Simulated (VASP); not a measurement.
# Li (Fd-3m) in VASP: electric field gradients with r2SCAN

Aim: the electric field gradients of Li with r2SCAN.

Everything below comes from runs of VASP 6.6.1. Logs are shortened: lines on timing, memory, paths and dates and some standing lists are left out, and cuts for length are marked.

## (1) The cell of the first run

Symmetry: Fd-3m, No. 227, cubic system. Conventional cell: a = 5.867 Å, b = 5.867 Å, c = 5.867 Å, α = 90.00°, β = 90.00°, γ = 90.00°. Within 3.4 Å of Li (site symmetry -43m) lie 4 Li at 2.54 Å.

## (2) Electric field gradients, r2SCAN

POSCAR reads:

```
Li
1.0
    0.0000000000      2.9332963867      2.9332963867
    2.9332963867      0.0000000000      2.9332963867
    2.9332963867      2.9332963867      0.0000000000
Li
2
Direct
   -0.1250000000     -0.1250000000     -0.1250000000
    0.1250000000      0.1250000000      0.1250000000
```

INCAR.step1 reads:

```
SYSTEM = Li
ALGO = Normal ; EDIFF = 1E-4
ENCUT = 520 ; GGA = PE
ISMEAR = -1 ; LASPH = .True.
LCHARG = .False. ; LREAL = .False.
LWAVE = .True. ; NBANDS = 10
NELM = 80 ; PREC = Accurate
SIGMA = 0.05
```

INCAR.step2 reads:

```
SYSTEM = Li
ALGO = Normal ; EDIFF = 1E-8
ENCUT = 520 ; ISIF = 2
ISMEAR = -1 ; ISTART = 1
LASPH = .True. ; LCHARG = .False.
LEFG = .True. ; LMIXTAU = .True.
LREAL = .False. ; LWAVE = .False.
METAGGA = R2SCAN ; NBANDS = 10
NELM = 80 ; PREC = Accurate
SIGMA = 0.05
```

KPOINTS reads:

```
k-points
0
Gamma
  9 9 9
  0 0 0
```

Potentials or basis: VASP PAW PBE potentials, release 64 (Li_sv).

Run with:

```
cat potpaw_PBE.64/Li_sv/POTCAR > POTCAR
cp INCAR.step1 INCAR
mpirun -np 1 vasp_std > vasp.out
cp INCAR.step2 INCAR
mpirun -np 1 vasp_std > vasp.out
```

OUTCAR:

```text
SYSTEM = Li
   EDIFF = 1E-8
   ENCUT = 520
   ISIF = 2
   ISMEAR = -1
   ISTART = 1
   LASPH = .True.
   LREAL = .False.
   METAGGA = R2SCAN
   NELM = 80
   PREC = Accurate

 ion  position               nearest neighbor table
   1  0.875  0.875  0.875-   2 2.54   2 2.54   2 2.54   2 2.54
   2  0.125  0.125  0.125-   1 2.54   1 2.54   1 2.54   1 2.54

  LATTYP: Found a face centered cubic cell.
 ALAT       =     5.8665927734

  Lattice vectors:

 A1 = (   0.0000000000,   2.9332963867,   2.9332963867)
 A2 = (   2.9332963867,   0.0000000000,   2.9332963867)
 A3 = (   2.9332963867,   2.9332963867,   0.0000000000)

Analysis of symmetry for initial positions (statically):
=====================================================================
 Subroutine PRICEL returns:
 Original cell was already a primitive cell.

 Routine SETGRP: Setting up the symmetry group for a
 face centered cubic supercell.

 Subroutine GETGRP returns: Found 48 space group operations
 (whereof 12 operations were pure point group operations)
 out of a pool of 48 trial point group operations.

The static configuration has the point symmetry D_3d.
 The point group associated with its full space group is O_h .

Analysis of symmetry for dynamics (positions and initial velocities):
=====================================================================
 Subroutine PRICEL returns:
 Original cell was already a primitive cell.

 Routine SETGRP: Setting up the symmetry group for a
 face centered cubic supercell.

 Subroutine GETGRP returns: Found 48 space group operations
 (whereof 12 operations were pure point group operations)
 out of a pool of 48 trial point group operations.

The dynamic configuration has the point symmetry D_3d.
 The point group associated with its full space group is O_h .

 Subroutine INISYM returns: Found 48 space group operations
 (whereof 12 operations are pure point group operations),
 and found     1 'primitive' translations

----------------------------------------------------------------------------------------

                                     Primitive cell

  volume of cell :      50.4775

  direct lattice vectors                    reciprocal lattice vectors
     0.000000000  2.933296387  2.933296387    -0.170456692  0.170456692  0.170456692
     2.933296387  0.000000000  2.933296387     0.170456692 -0.170456692  0.170456692
     2.933296387  2.933296387  0.000000000     0.170456692  0.170456692 -0.170456692

  length of vectors
     4.148307533  4.148307533  4.148307533     0.295239652  0.295239652  0.295239652

  position of ions in fractional coordinates (direct lattice)
     0.875000000  0.875000000  0.875000000
     0.125000000  0.125000000  0.125000000

  ion indices of the primitive-cell ions
   primitive index   ion index
                 1           1
                 2           2

----------------------------------------------------------------------------------------

 KPOINTS: k-points

Automatic generation of k-mesh.
 Grid dimensions read from file:
 generate k-points for:    9    9    9

 Generating k-lattice:

  Cartesian coordinates                     Fractional coordinates (reciprocal lattice)
    -0.018939632  0.018939632  0.018939632     0.111111111  0.000000000  0.000000000
     0.018939632 -0.018939632  0.018939632     0.000000000  0.111111111  0.000000000
     0.018939632  0.018939632 -0.018939632     0.000000000  0.000000000  0.111111111

  Length of vectors
     0.032804406  0.032804406  0.032804406

  Shift w.r.t. Gamma in fractional coordinates (k-lattice)
     0.000000000  0.000000000  0.000000000

 Subroutine IBZKPT returns following result:
 ===========================================

 Found     35 irreducible k-points:

 Following reciprocal coordinates:
            Coordinates               Weight
  0.000000  0.000000  0.000000      1.000000
  0.111111  0.000000  0.000000      8.000000
  0.222222  0.000000  0.000000      8.000000
  0.333333  0.000000  0.000000      8.000000
  0.444444  0.000000  0.000000      8.000000
  0.111111  0.111111  0.000000      6.000000
[... 16 lines left out ...]
 -0.333333  0.333333  0.000000     12.000000
  0.444444  0.444444  0.000000      6.000000
 [... further k-points ...]
   k-points           NKPTS =     35   k-points in BZ     NKDIM =     35   number of bands    NBANDS=     10
   number of dos      NEDOS =    301   number of ions     NIONS =      2
   total plane-waves  NPLWV =  32768
   dimension x,y,z NGX =    32 NGY =   32 NGZ =   32
   dimension x,y,z NGXF=    64 NGYF=   64 NGZF=   64
   ions per type =               2
   NGX,Y,Z   is equivalent  to a cutoff of  12.82, 12.82, 12.82 a.u.
   NGXF,Y,Z  is equivalent  to a cutoff of  25.65, 25.65, 25.65 a.u.
 SYSTEM =  Li
   PREC   = accura    normal or accurate (medium, high low for compatibility)
   ISTART =      1    job   : 0-new  1-cont  2-samecut
   ICHARG =      0    charge: 1-file 2-atom 10-const
   ISPIN  =      1    spin polarized calculation?
   LNONCOLLINEAR =      F non collinear calculations
   LSORBIT =      F    spin-orbit coupling
   LASPH  =      T    aspherical Exc in radial PAW
   ENCUT  =  520.0 eV  38.22 Ry    6.18 a.u.   7.71  7.71  7.71*2*pi/ulx,y,z
   NELM   =     80;   NELMIN=  2; NELMDL=  0     # of ELM steps
   EDIFF  = 0.1E-07   stopping-criterion for ELM
   LREAL  =      F    real-space projection
   EDIFFG = 0.1E-06   stopping-criterion for IOM
   NSW    =      0    number of steps for IOM
   IBRION =     -1    ionic relax: 0-MD 1-quasi-New 2-CG
   NFREE  =      0    steps in history (QN), initial steepest desc. (CG)
   ISIF   =      2    stress and relaxation
   ISYM   =      2    0-nonsym 1-usesym 2-fastsym
   POTIM  = 0.5000    time-step for ionic-motion
   TEBEG  =    0.0;   TEEND  =   0.0 temperature during run
   PSTRESS=    0.0 pullay stress
   NELECT =       6.0000    total number of electrons
   NUPDOWN=      -1.0000    fix difference up-down
   EMIN   =  10.00;   EMAX   =-10.00  energy-range for DOS
   EFERMI =   0.00;   METHOD = LEGACY
   ISMEAR =    -1;   SIGMA  =   0.05  broadening in eV -4-tet -1-fermi 0-gaus
   EFERMI_NEDOS =   21; number of points for ismear=-14 and -15
   IALGO  =     38    algorithm
   IMIX   =      4    mixing-type and parameters
     AMIX     =   0.40;   BMIX     =  1.00
     AMIX_MAG =   1.60;   BMIX_MAG =  1.00
  volume/ion in A,a.u.               =      25.24       170.32
  Fermi-wavevector in a.u.,A,eV,Ry     =   0.804932  1.521101  8.815430  0.647916
  Thomas-Fermi vector in A             =   1.913082
   LORBIT       =      0    0 simple, 1 ext, 2 COOP (PROOUT), +10 PAW based schemes
   METAGGA = R2SCAN    functional components
   LHFCALC =     F    Hartree Fock is set to
   AEXX    =    0.0000 exact exchange contribution
   IVDW    =     0    specifies the selected vdW correction
   LEPSILON=     F    determine dielectric tensor
   LRPA    =     F    only Hartree local field effects (RPA)
 non-spin polarized calculation
  energy-cutoff  :      520.00
  volume of cell :       50.48
 maximum number of plane-waves:      1372
   NGX = 15   NGY = 15   NGZ = 15

 number of electron       6.0000008 magnetization

 Free energy of the ion-electron system (eV)
  ---------------------------------------------------
  ext. energy  EPLUGINS =         0.00000000
  ---------------------------------------------------
  free energy    TOTEN  =        -3.71690432 eV

  energy without entropy =       -3.71225421  energy(sigma->0) =       -3.71457926

 E-fermi :   0.3898     XC(G=0):  -6.8847

 val. band max:        0.3583220177   @ k =   0.4444   0.0000   0.0000
 cond. band min:       0.4660240715   @ k =  -0.4444   0.4444   0.0000
 fundamental gap:      0.1077020538
 Fermi energy:         0.3897906257

 k-point     1 :       0.0000    0.0000    0.0000
  band No.  band energies     occupation
      1     -49.2396      2.00000
      2     -49.1604      2.00000
      3      -3.3683      2.00000
      4       6.5835      0.00000
      5       6.5835      0.00000
      6       6.5844      0.00000
      7       7.6490      0.00000
      8       7.6490      0.00000
      9       7.6495      0.00000
     10      12.7191      0.00000
[... 287 lines left out ...]
 k-point    24 :       0.4444    0.4444    0.0000
  band No.  band energies     occupation
      1     -49.2065      2.00000
      2     -49.1927      2.00000
      3      -0.3884      2.00000
      4       1.3131      0.00000
      5       2.8678      0.00000
      6       2.8682      0.00000
      7       6.4771      0.00000
      8       6.5678      0.00000
      9      14.7133      0.00000
     10      14.7141      0.00000

 [... further k-points ...]

------------------------ aborting loop because EDIFF is reached ----------------------------------------

  FORCE on cell =-STRESS in cart. coord.  units (eV):
  Direction    XX          YY          ZZ          XY          YZ          ZX
  --------------------------------------------------------------------------------------
  -------------------------------------------------------------------------------------
  Total       -0.0897263     -0.0897263     -0.0897263      0.0000000      0.0000000     -0.0000000
  in kB       -2.8479494     -2.8479494     -2.8479494      0.0000000      0.0000000     -0.0000000
  external PRESSURE =      -2.8479494 kB  Pullay stress =       0.0000000 kB

 VOLUME and BASIS-vectors are now :
 -----------------------------------------------------------------------------
  energy-cutoff  :      520.00
  volume of cell :       50.48
      direct lattice vectors                 reciprocal lattice vectors
     0.000000000  2.933296387  2.933296387    -0.170456692  0.170456692  0.170456692
     2.933296387  0.000000000  2.933296387     0.170456692 -0.170456692  0.170456692
     2.933296387  2.933296387  0.000000000     0.170456692  0.170456692 -0.170456692

 POSITION                                       TOTAL-FORCE (eV/Angst)
 -----------------------------------------------------------------------------------
      5.13327      5.13327      5.13327         0.000000      0.000000      0.000000
      0.73332      0.73332      0.73332        -0.000000     -0.000000     -0.000000
 -----------------------------------------------------------------------------------
    total drift:                                0.000000      0.000000      0.000000

  FREE ENERGIE OF THE ION-ELECTRON SYSTEM (eV)
  ---------------------------------------------------
  free  energy   TOTEN  =        -3.7169043175 eV

  energy  without entropy=       -3.7122542121  energy(sigma->0) =       -3.71457926

 Electric field gradients (V/A^2)
---------------------------------------------------------------------
 ion       V_xx      V_yy      V_zz      V_xy      V_xz      V_yz
---------------------------------------------------------------------
   1       0.000     0.000     0.000     0.002     0.002     0.002
   2       0.000     0.000     0.000     0.002     0.002     0.002
---------------------------------------------------------------------

 Electric field gradients after diagonalization (V/A^2)
 (convention: |V_zz| > |V_xx| > |V_yy|)
----------------------------------------------------------------------
 ion       V_xx      V_yy      V_zz     asymmetry (V_yy - V_xx)/ V_zz
----------------------------------------------------------------------
   1      -0.002    -0.002     0.003       0.000
   2      -0.002    -0.002     0.003       0.000
----------------------------------------------------------------------

           NMR quadrupolar parameters

 Cq : quadrupolar parameter    Cq=e*Q*V_zz/h
 eta: asymmetry parameters     (V_yy - V_xx)/ V_zz
 Q  : nuclear electric quadrupole moment in mb (millibarn)
----------------------------------------------------------------------
 ion       Cq(MHz)       eta       Q (mb)
----------------------------------------------------------------------
   1       0.000       0.000       1.000
   2       0.000       0.000       1.000
----------------------------------------------------------------------
```

Run time: 2.3 min. Hardware: 1 thread of AMD EPYC 7R43 (Zen 3), shared host; peak memory 0.13 GiB.

What came out:

* Free energy: -3.7169 eV
* Band gap on the k mesh: zero (band 3 reaches 0.57 eV, above the bottom of band 4 at 0.19 eV)

Caveat: the cutoff is under 1.25 times the usual one of these potentials, so pressure, stress and relaxed cells hold a basis-set (Pulay) error; without QUAD_EFG the Cq values of the log hold for a quadrupole moment of 1 mb, not for the nuclei; the PAW data sets were made with another functional, which shifts forces and pressure a little.
